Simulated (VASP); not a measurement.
# AgH12O6F in VASP: further runs

AgH12O6F is run at these levels: PBE+D3(BJ); tasks: single point.

All numbers are computed with VASP 6.6.1; they aren't measurements. Logs are shortened: lines on timing, memory, paths and dates and some standing lists are left out, and cuts for length are marked.

## (1) The cell of the first run

The cell holds a disordered packing, 20 atoms: a = 5.638 Å, b = 5.638 Å, c = 5.638 Å, α = 90.00°, β = 90.00°, γ = 90.00°.

## (2) Single point, PBE+D3(BJ)

File INCAR:

```
PREC     = Accurate       # precision mode
ENCUT    = 520            # plane-wave cutoff, eV
EDIFF    = 1E-6           # SCF threshold, eV
ISMEAR   = -1             # smearing method
SIGMA    = 0.02           # smearing width, eV
LREAL    = F              # projectors in reciprocal space
LASPH    = T              # aspherical terms in the spheres
NELM     = 120            # most SCF steps
ALGO     = Normal         # electronic algorithm
ISIF     = 2              # what is computed and relaxed
LWAVE    = F              # write WAVECAR
LCHARG   = T              # write CHGCAR
GGA      = PE             # functional
IVDW     = 12             # dispersion correction
LELF     = T              # ELF
LVHAR    = T            
NBANDS   = 49             # bands
GGA_COMPAT= F
```

File KPOINTS:

```
regular mesh
0
Gamma
  1 1 1
```

File POSCAR:

```
AgH12O6F
1.0
    5.6378390000      0.0000000000      0.0000000000
    0.0000000000      5.6378390000      0.0000000000
    0.0000000000      0.0000000000      5.6378390000
O H Ag F
6 12 1 1
Direct
    0.8698900412      0.9721632704      0.6675607445
    0.1660210588      0.8721249401      0.0805982576
    0.4078867807      0.4325416175      0.2723561279
    0.1976466515      0.3690066353      0.6988848032
    0.6750636192      0.5324735240      0.8315242773
   -0.0987612452      0.2918139379      0.1701361107
    0.8205981051      0.8251033774      0.7502165280
    0.7523272658      0.9881445710      0.5556206908
    0.2814376218      0.9284940560      0.2127765621
    0.1889731154      0.6927299627      0.1216423527
    0.5145056466      0.4789423749      0.1414549085
    0.4189193767      0.2545656235      0.2946696420
    0.2475593929      0.4309275238      0.5496964351
    0.0452300961      0.2831049273      0.6734672629
    0.7718560250      0.4181211986      0.9300372004
    0.6148455108      0.4563628014      0.6921446320
    0.0487066055      0.3773963747      0.2153839441
   -0.0496466820      0.1408163660      0.1083393832
    0.3196082754      0.9040343295      0.7184490369
    0.4821173503      1.0067864655      0.3655123887
```

Potentials or basis: VASP PAW PBE potentials, release 64 (O, H, Ag, F).

The run is started by

```sh
$ cat potpaw_PBE.64/O/POTCAR potpaw_PBE.64/H/POTCAR potpaw_PBE.64/Ag/POTCAR potpaw_PBE.64/F/POTCAR > POTCAR
$ mpirun -np 1 vasp_gam > vasp.out
```

OUTCAR:

```text
PREC = Accurate
   ENCUT = 520
   EDIFF = 1E-6
   ISMEAR = -1
   LREAL = F
   LASPH = T
   NELM = 120
   ISIF = 2
   GGA = PE
   IVDW = 12
 IVDW          = 12

 ion  position               nearest neighbor table
   1  0.870  0.972  0.668-   8 0.92   7 0.99  19 2.58
   2  0.166  0.872  0.081-   9 1.04  10 1.05  19 2.23
   3  0.408  0.433  0.272-  11 0.99  12 1.01
   4  0.198  0.369  0.699-  13 0.95  14 1.00  19 2.71
   5  0.675  0.532  0.832-  16 0.96  15 1.01
   6  0.901  0.292  0.170-  18 0.96  17 0.99
   7  0.821  0.825  0.750-   1 0.99
   8  0.752  0.988  0.556-   1 0.92
   9  0.281  0.928  0.213-   2 1.04
  10  0.189  0.693  0.122-   2 1.05
  11  0.515  0.479  0.141-   3 0.99
  12  0.419  0.255  0.295-   3 1.01
  13  0.248  0.431  0.550-   4 0.95
  14  0.045  0.283  0.673-   4 1.00
  15  0.772  0.418  0.930-   5 1.01
  16  0.615  0.456  0.692-   5 0.96
  17  0.049  0.377  0.215-   6 0.99
  18  0.950  0.141  0.108-   6 0.96
  19  0.320  0.904  0.718-   2 2.23  20 2.27   1 2.58   4 2.71
  20  0.482  0.007  0.366-  19 2.27

  LATTYP: Found a simple cubic cell.
 ALAT       =     5.6378390000

  Lattice vectors:

 A1 = (   5.6378390000,   0.0000000000,   0.0000000000)
 A2 = (   0.0000000000,   5.6378390000,   0.0000000000)
 A3 = (   0.0000000000,   0.0000000000,   5.6378390000)

Analysis of symmetry for initial positions (statically):
=====================================================================
 Subroutine PRICEL returns:
 Original cell was already a primitive cell.

 Routine SETGRP: Setting up the symmetry group for a
 simple cubic supercell.

 Subroutine GETGRP returns: Found  1 space group operations
 (whereof  1 operations were pure point group operations)
 out of a pool of 48 trial point group operations.

The static configuration has the point symmetry C_1 .

Analysis of symmetry for dynamics (positions and initial velocities):
=====================================================================
 Subroutine PRICEL returns:
 Original cell was already a primitive cell.

 Routine SETGRP: Setting up the symmetry group for a
 simple cubic supercell.

 Subroutine GETGRP returns: Found  1 space group operations
 (whereof  1 operations were pure point group operations)
 out of a pool of 48 trial point group operations.

The dynamic configuration has the point symmetry C_1 .

 Subroutine INISYM returns: Found  1 space group operations
 (whereof  1 operations are pure point group operations),
 and found     1 'primitive' translations

----------------------------------------------------------------------------------------

                                     Primitive cell

  volume of cell :     179.2000

  direct lattice vectors                    reciprocal lattice vectors
     5.637839000  0.000000000  0.000000000     0.177372926  0.000000000  0.000000000
     0.000000000  5.637839000  0.000000000     0.000000000  0.177372926  0.000000000
     0.000000000  0.000000000  5.637839000     0.000000000  0.000000000  0.177372926

  length of vectors
     5.637839000  5.637839000  5.637839000     0.177372926  0.177372926  0.177372926

  position of ions in fractional coordinates (direct lattice)
     0.869890041  0.972163270  0.667560745
     0.166021059  0.872124940  0.080598258
     0.407886781  0.432541618  0.272356128
     0.197646652  0.369006635  0.698884803
     0.675063619  0.532473524  0.831524277
     0.901238755  0.291813938  0.170136111
[... 12 lines left out ...]
     0.319608275  0.904034329  0.718449037
     0.482117350  0.006786465  0.365512389

  ion indices of the primitive-cell ions
   primitive index   ion index
                 1           1
                 2           2
                 3           3
                 4           4
                 5           5
                 6           6
[... 12 lines left out ...]
                19          19
                20          20

----------------------------------------------------------------------------------------

 KPOINTS: regular mesh

Automatic generation of k-mesh.
 Grid dimensions read from file:
 generate k-points for:    1    1    1

 Generating k-lattice:

  Cartesian coordinates                     Fractional coordinates (reciprocal lattice)
     0.177372926  0.000000000  0.000000000     1.000000000  0.000000000  0.000000000
     0.000000000  0.177372926  0.000000000     0.000000000  1.000000000  0.000000000
     0.000000000  0.000000000  0.177372926     0.000000000  0.000000000  1.000000000

  Length of vectors
     0.177372926  0.177372926  0.177372926

  Shift w.r.t. Gamma in fractional coordinates (k-lattice)
     0.000000000  0.000000000  0.000000000

 Subroutine IBZKPT returns following result:
 ===========================================

 Found      1 irreducible k-points:

 Following reciprocal coordinates:
            Coordinates               Weight
  0.000000  0.000000  0.000000      1.000000
   k-points           NKPTS =      1   k-points in BZ     NKDIM =      1   number of bands    NBANDS=     49
   number of dos      NEDOS =    301   number of ions     NIONS =     20
   total plane-waves  NPLWV =  74088
   dimension x,y,z NGX =    42 NGY =   42 NGZ =   42
   dimension x,y,z NGXF=    84 NGYF=   84 NGZF=   84
   ions per type =               6  12   1   1
   NGX,Y,Z   is equivalent  to a cutoff of  12.38, 12.38, 12.38 a.u.
   NGXF,Y,Z  is equivalent  to a cutoff of  24.77, 24.77, 24.77 a.u.
 SYSTEM =  unknown system
   PREC   = accura    normal or accurate (medium, high low for compatibility)
   ISTART =      0    job   : 0-new  1-cont  2-samecut
   ICHARG =      2    charge: 1-file 2-atom 10-const
   ISPIN  =      1    spin polarized calculation?
   LNONCOLLINEAR =      F non collinear calculations
   LSORBIT =      F    spin-orbit coupling
   LASPH  =      T    aspherical Exc in radial PAW
   ENCUT  =  520.0 eV  38.22 Ry    6.18 a.u.  10.48 10.48 10.48*2*pi/ulx,y,z
   NELM   =    120;   NELMIN=  2; NELMDL= -5     # of ELM steps
   EDIFF  = 0.1E-05   stopping-criterion for ELM
   LREAL  =      F    real-space projection
   EDIFFG = 0.1E-04   stopping-criterion for IOM
   NSW    =      0    number of steps for IOM
   IBRION =     -1    ionic relax: 0-MD 1-quasi-New 2-CG
   NFREE  =      0    steps in history (QN), initial steepest desc. (CG)
   ISIF   =      2    stress and relaxation
   ISYM   =      2    0-nonsym 1-usesym 2-fastsym
   POTIM  = 0.5000    time-step for ionic-motion
   TEBEG  =    0.0;   TEEND  =   0.0 temperature during run
   PSTRESS=    0.0 pullay stress
   NELECT =      66.0000    total number of electrons
   NUPDOWN=      -1.0000    fix difference up-down
   EMIN   =  10.00;   EMAX   =-10.00  energy-range for DOS
   EFERMI =   0.00;   METHOD = LEGACY
   ISMEAR =    -1;   SIGMA  =   0.02  broadening in eV -4-tet -1-fermi 0-gaus
   EFERMI_NEDOS =   21; number of points for ismear=-14 and -15
   IALGO  =     38    algorithm
   IMIX   =      4    mixing-type and parameters
     AMIX     =   0.40;   BMIX     =  1.00
     AMIX_MAG =   1.60;   BMIX_MAG =  1.00
  volume/ion in A,a.u.               =       8.96        60.47
  Fermi-wavevector in a.u.,A,eV,Ry     =   1.173483  2.217561 18.736071  1.377062
  Thomas-Fermi vector in A             =   2.309895
   LORBIT       =      0    0 simple, 1 ext, 2 COOP (PROOUT), +10 PAW based schemes
   GGA     = PE    functional components
   LHFCALC =     F    Hartree Fock is set to
   AEXX    =    0.0000 exact exchange contribution
   IVDW    =    12    specifies the selected vdW correction
   LEPSILON=     F    determine dielectric tensor
   LRPA    =     F    only Hartree local field effects (RPA)
 non-spin polarized calculation
  energy-cutoff  :      520.00
  volume of cell :      179.20
 maximum number of plane-waves:      2401
 NGX is ok and might be reduce to    42
   NGX = 21   NGY = 21   NGZ = 21

 number of electron      66.0000003 magnetization

 Free energy of the ion-electron system (eV)
  ---------------------------------------------------
  ext. energy  EPLUGINS =         0.00000000
  ---------------------------------------------------
  free energy    TOTEN  =       -93.34977858 eV

  energy without entropy =      -93.34977858  energy(sigma->0) =      -93.34977858

 E-fermi :  -0.6707     XC(G=0):  -8.1231

 val. band max:       -1.2597995237   @ k =   0.0000   0.0000   0.0000
 cond. band min:       1.6899163649   @ k =   0.0000   0.0000   0.0000
 fundamental gap:      2.9497158886
 Fermi energy:        -0.6706855472

 k-point     1 :       0.0000    0.0000    0.0000
  band No.  band energies     occupation
      1     -22.9359      2.00000
      2     -21.1054      2.00000
      3     -20.8506      2.00000
      4     -20.5948      2.00000
      5     -20.4903      2.00000
      6     -20.3518      2.00000
[... 37 lines left out ...]
     44       9.4290      0.00000
     45       9.7152      0.00000
 [bands above 45 left out]

------------------------ aborting loop because EDIFF is reached ----------------------------------------

 Edisp (eV)   -1.15198

 E8    (eV) :    -0.2935

  FORCE on cell =-STRESS in cart. coord.  units (eV):
  Direction    XX          YY          ZZ          XY          YZ          ZX
  --------------------------------------------------------------------------------------
  -------------------------------------------------------------------------------------
  Total       1.37000    -1.22836     2.45233    -1.03400     1.29859     0.85906
  in kB      12.24880   -10.98239    21.92561    -9.24475    11.61030     7.68060
  external pressure =        7.73 kB  Pullay stress =        0.00 kB

 VOLUME and BASIS-vectors are now :
 -----------------------------------------------------------------------------
  energy-cutoff  :      520.00
  volume of cell :      179.20
      direct lattice vectors                 reciprocal lattice vectors
     5.637839000  0.000000000  0.000000000     0.177372926  0.000000000  0.000000000
     0.000000000  5.637839000  0.000000000     0.000000000  0.177372926  0.000000000
     0.000000000  0.000000000  5.637839000     0.000000000  0.000000000  0.177372926

 POSITION                                       TOTAL-FORCE (eV/Angst)
 -----------------------------------------------------------------------------------
      4.90430      5.48090      3.76360         2.266595     -0.831257      2.786711
      0.93600      4.91690      0.45440         1.080104     -2.494501      1.433191
      2.29960      2.43860      1.53550        -0.634659      0.383136     -0.281507
      1.11430      2.08040      3.94020        -0.985731     -0.863087      1.357825
      3.80590      3.00200      4.68800         0.575735      0.651328      1.084161
      5.08104      1.64520      0.95920         0.129188      1.173835      0.313806
[... 12 lines left out ...]
      1.80190      5.09680      4.05050        -0.261343      0.447079     -0.436223
      2.71810      0.03826      2.06070        -0.299117     -0.473073      0.556025
 -----------------------------------------------------------------------------------
    total drift:                               -0.002327      0.000501     -0.001786

  FREE ENERGIE OF THE ION-ELECTRON SYSTEM (eV)
  ---------------------------------------------------
  free  energy   TOTEN  =       -94.5017587468 eV

  energy  without entropy=      -94.5017587468  energy(sigma->0) =      -94.50175875
```

Run time: 17 s. Hardware: 1 thread of Intel Xeon 6975P-C (Granite Rapids), shared host; peak memory 0.25 GiB.

What came out:

```
Free energy                : -94.5018 eV
Pressure                   : 0.8 GPa
Largest force              : 3.824 eV/Å
Dispersion energy per atom : -0.058 eV
```

Forces in eV/Å, atoms in the order of the input:
```
O    2.267 -0.831  2.787
O    1.080 -2.495  1.433
O   -0.635  0.383 -0.282
O   -0.986 -0.863  1.358
O    0.576  0.651  1.084
O    0.129  1.174  0.314
H    0.178  0.044  0.098
H   -2.447  0.539 -2.888
H   -0.068  0.221 -0.810
H   -0.473  1.925 -0.826
H   -0.372 -0.237  0.251
H    0.634  0.585 -0.122
H    0.351  0.408 -1.209
H    0.727  0.394  0.024
H   -0.117  0.297 -0.262
H   -0.262 -0.605 -0.501
H   -0.455 -0.660 -0.436
H    0.432 -0.905 -0.135
Ag  -0.261  0.447 -0.436
F   -0.299 -0.473  0.556
```

Caveat: the k points lie up to 1.11 Å⁻¹ apart.

## (3) Single point, PBE+D3(BJ)

File INCAR:

```
PREC     = Accurate       # precision mode
ENCUT    = 520            # plane-wave cutoff, eV
EDIFF    = 1E-6           # SCF threshold, eV
ISMEAR   = -1             # smearing method
SIGMA    = 0.02           # smearing width, eV
LREAL    = False          # projectors in reciprocal space
LASPH    = True           # aspherical terms in the spheres
NELM     = 120            # most SCF steps
ALGO     = Normal         # electronic algorithm
ISIF     = 2              # what is computed and relaxed
LWAVE    = False          # write WAVECAR
LCHARG   = False          # write CHGCAR
GGA      = PE             # functional
IVDW     = 12             # dispersion correction
NBANDS   = 49             # bands
GGA_COMPAT= False
```

KPOINTS is that of step 2.

File POSCAR:

```
AgH12O6F
1.0
    5.6378390000      0.0000000000      0.0000000000
    0.0000000000      5.6378390000      0.0000000000
    0.0000000000      0.0000000000      5.6378390000
O H Ag F
6 12 1 1
Direct
    0.8645865907      0.9626560815      0.6723675508
    0.2075085862      0.8470444083      0.0987080333
    0.3897947423      0.4561322166      0.2401274673
    0.1905872090      0.3834270542      0.6619912346
    0.6724562372      0.5485612484      0.8497227395
   -0.0930675743      0.3093738576      0.1593518368
    0.7639097179      0.8360118123      0.7185377234
    0.8080933138      1.0170386206      0.5143992228
    0.3149078929      0.8999724895      0.2337952538
    0.1831020716      0.6752764667      0.1072751457
    0.5078718991      0.5296710318      0.1189462842
    0.4388383563      0.2967803799      0.2790253500
    0.2660771264      0.4785344172      0.5427079418
    0.0224199379      0.3557923524      0.6342146344
    0.7675458629      0.4672357618      0.9872222318
    0.5726130172      0.4271494805      0.7824629260
    0.0885977766      0.3478105707      0.1845210550
   -0.1137847321      0.1556624799      0.0977856941
    0.3178345462      0.9147299169      0.7263953440
    0.4915003781      1.0214552065      0.3867971398
```

Potentials or basis: VASP PAW PBE potentials, release 64 (O, H, Ag, F).

The run is started by

```sh
$ cat potpaw_PBE.64/O/POTCAR potpaw_PBE.64/H/POTCAR potpaw_PBE.64/Ag/POTCAR potpaw_PBE.64/F/POTCAR > POTCAR
$ mpirun -np 1 vasp_gam > vasp.out
```

Run time: 22 s. Hardware: 1 thread of Intel Xeon 6975P-C (Granite Rapids), shared host; peak memory 0.24 GiB.

It converged, with:

| Quantity | Value |
| --- | --- |
| Free energy | -94.4110 eV |
| Pressure | 0.5 GPa |
| Largest force | 3.379 eV/Å |
| Dispersion energy per atom | -0.058 eV |

Forces in eV/Å, atoms in the order of the input:
```
O    1.429  1.823 -0.783
O   -0.571  0.306 -0.403
O    0.409  1.634 -1.180
O    0.083 -0.746  1.726
O    0.483  0.212  1.219
O    2.105  2.288  1.324
H   -0.946 -1.523  0.401
H   -0.121 -0.437  0.753
H    0.170 -0.089 -0.440
H    0.288  0.410  0.202
H   -1.411 -0.869  1.090
H    0.701 -1.163  0.342
H   -0.147  0.384 -1.053
H    0.162  0.359 -0.236
H    0.155  0.065 -1.089
H   -0.353 -0.461 -0.250
H   -2.166 -0.853 -0.636
H    0.395 -1.800 -0.738
Ag  -0.448  0.522 -0.360
F   -0.217 -0.061  0.112
```

Stress tensor (GPa, compression positive):
```
-1.97 -1.51  0.34
-1.51  3.54  0.29
 0.34  0.29  0.06
```

Levels at points of the mesh, in eV from the Fermi level:
| k point | band 30 | band 31 | band 32 | band 33 | band 34 | band 35 | band 36 | band 37 |
| --- | --- | --- | --- | --- | --- | --- | --- | --- |
| (0.00, 0.00, 0.00) | -1.44 | -1.41 | -1.21 | -0.48 | 2.41 | 5.69 | 6.80 | 6.89 |

Caveat: the k points lie up to 1.11 Å⁻¹ apart.

## (4) Single point, PBE+D3(BJ)

File INCAR:

```
PREC = Accurate
ENCUT = 520
EDIFF = 1E-6
ISMEAR = -1
SIGMA = 0.02
LREAL = F
LASPH = T
NELM = 120
ALGO = Normal
ISIF = 2
LWAVE = F
LCHARG = T
GGA = PE
IVDW = 12
LELF = T
LVHAR = T
NBANDS = 49
GGA_COMPAT = F
```

File KPOINTS:

```
Automatic mesh
0
Gamma
  1 1 1
```

File POSCAR:

```
AgH12O6F
1.0
    5.6378390000      0.0000000000      0.0000000000
    0.0000000000      5.6378390000      0.0000000000
    0.0000000000      0.0000000000      5.6378390000
O H Ag F
6 12 1 1
Direct
    0.9159537901      0.9746464913      0.7028756940
    0.1976643888      0.8590170808      0.0743902052
    0.3793120023      0.4335171685      0.2121557568
    0.1844146312      0.5048033475      0.6468790613
    0.7011374394      0.5623431247      0.8567999193
   -0.0568834974      0.2573503784      0.1735948827
    0.8216978172      0.8284202511      0.7502520026
    0.8450400943      1.0545352572      0.5610128278
    0.2782803837      0.9479163914      0.2060541282
    0.2517099194      0.6957985143      0.1122593249
    0.5070205091      0.4914826408      0.1140330542
    0.4349538892      0.2789366635      0.2899692595
    0.2481979354      0.4575157254      0.4889639452
    0.0165311567      0.4784279934      0.6303301673
    0.7809197815      0.4502434355      0.9800741029
    0.6222242246      0.4377918561      0.7543315799
    0.0999673811      0.3068728994      0.1420402392
   -0.0575043026      0.0999141692      0.1272118626
    0.3275723198      0.9331234893      0.7233800043
    0.4802194600      1.0513425445      0.3831432575
```

The run is started by

```sh
$ cat potpaw_PBE.64/O/POTCAR potpaw_PBE.64/H/POTCAR potpaw_PBE.64/Ag/POTCAR potpaw_PBE.64/F/POTCAR > POTCAR
$ mpirun -np 1 vasp_gam > vasp.out
```

It took 19 s on 1 thread of Intel Xeon 6975P-C (Granite Rapids), shared host; peak memory 0.25 GiB.

It converged, with:

```yaml
Free_energy: -94.5312 eV
Pressure: 1.9 GPa
Largest_force: 3.414 eV/Å
Dispersion_energy_per_atom: -0.058 eV
```

Forces on the atoms (eV/Å):
```
O   -1.115  0.045 -0.559
O    0.381 -0.392  1.099
O   -0.270 -0.057  0.328
O    0.976 -0.417 -0.522
O   -0.169 -2.455  0.452
O   -2.142  2.396  1.151
H    0.321  0.989 -0.612
H    0.067 -0.961  0.886
H    0.301 -0.107 -0.285
H   -0.466  0.145 -0.094
H    0.413  0.225 -0.419
H    0.224 -0.152 -0.149
H   -0.154  0.559  0.638
H   -0.569  0.025  0.155
H    0.240  0.709 -0.833
H    0.311  1.173  0.607
H    1.796  0.857 -0.363
H   -0.317 -2.883 -1.059
Ag   0.241  0.477 -0.801
F   -0.071 -0.175  0.380
```

Stress tensor (GPa, compression positive):
```
 3.70 -0.09 -1.27
-0.09  1.70  1.72
-1.27  1.72  0.44
```

Levels at points of the mesh, in eV from the Fermi level:
```
           k point  band 30  band 31  band 32  band 33  band 34  band 35  band 36  band 37
(0.00, 0.00, 0.00)    -1.56    -1.48    -1.15    -0.48     2.21     5.70     6.49     7.07
```

Caveat: the k points lie up to 1.11 Å⁻¹ apart.

## (5) Overview

```csv
cell,pressure (GPa),largest force (eV/Å)
"as given, atomic positions A",0.8,3.82
"as given, atomic positions B",0.5,3.38
"as given, atomic positions C",1.9,3.41
```

Alike in all rows: task single point; level PBE+D3(BJ); potentials or basis VASP PAW PBE potentials, release 64 (O, H, Ag, F); no spin polarisation; k mesh 1 × 1 × 1; cutoff (eV) 520; smearing fermi-dirac 0.02 eV.

Caveats: all runs use coarse meshes.

Total energies depend on the potentials used, so only differences within one code and one set of settings carry meaning.
